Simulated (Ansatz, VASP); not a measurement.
**Two plane-wave programs on Mg2O**

Contents of INCAR:

```
SYSTEM = Mg2O
PREC = Accurate
ENCUT = 600
EDIFF = 1E-7
ISMEAR = 0
SIGMA = 0.2
LREAL = .FALSE.
LASPH = .TRUE.
NELM = 120
ALGO = Normal
ISIF = 3
LWAVE = .FALSE.
LCHARG = .FALSE.
GGA = PE
IBRION = 2
NSW = 36
EDIFFG = -0.08
GGA_COMPAT = .FALSE.
NELMIN = 4
```

Contents of KPOINTS:

```
Automatic mesh
0
G
  6 6 4
  0 0 0
```

Contents of POSCAR:

```
Mg2O
1.0
    3.1323168300      0.0000000000      0.0000000000
    0.0000000000      3.1323168300      0.0000000000
    0.0000000000      0.0000000000      4.5090875100
Mg O
2 1
Direct
    0.5000000000      0.5000000000      0.7400197200
    0.5000000000      0.5000000000      0.2599802800
    0.0000000000      0.0000000000      0.0000000000
```

Input for Ansatz:

```yaml
crystal:
  lattice:
    - [3.13231683, 0.0, 0.0]
    - [0.0, 3.13231683, 0.0]
    - [0.0, 0.0, 4.50908751]
  atoms:
    - { symbol: Mg, position: [0.5, 0.5, 0.74001972] }
    - { symbol: Mg, position: [0.5, 0.5, 0.25998028] }
    - { symbol: O, position: [0.0, 0.0, 0.0] }
basis:
  ecutwfc: 420
kpoints:
  mp_grid: { grid: [6, 6, 4] }
hamiltonian:
  xc: pbe
scf:
  occupations: { method: gaussian, width: 0.2 }
  lower_state_search: "off"
output:
  forces: true
  stress: true
  eigenvalues: true
relax:
  adjacent_minimum: "off"
  f_tol: 0.08
  max_steps: 16
  cell: { stress_tol: 0.8 }
```

Alike in both runs: task relaxation of cell and atoms; functional PBE; k mesh 6 × 6 × 4; occupations gaussian, width 0.2 eV; no spin polarisation.

```csv
,VASP,Ansatz
version,VASP 6.6.1,Ansatz 0.2.0
potentials or method,"VASP PAW PBE potentials, release 64 (Mg, O), cutoff 600 eV","scalar-relativistic, plane waves, PAW"
valence electrons in the cell,10,26
```

Ansatz gave:

- gap on the k mesh at the Fermi level, each at its own relaxed structure (eV): none
- relaxed volume (Å³/atom): 14.15
- relaxed cell length with the largest relative difference (Å): 5.395

Task: Estimate VASP's values.

Result: gap on the k mesh at the Fermi level, each at its own relaxed structure (eV): none; relaxed volume (Å³/atom): 14.06; relaxed cell length with the largest relative difference (Å): 5.380.

A gap of «none» marks a metal or a gap that the smearing closes. VASP's potentials hold 10 valence electrons a cell and Ansatz's 26, so a difference there can come from the potentials and not from the codes.
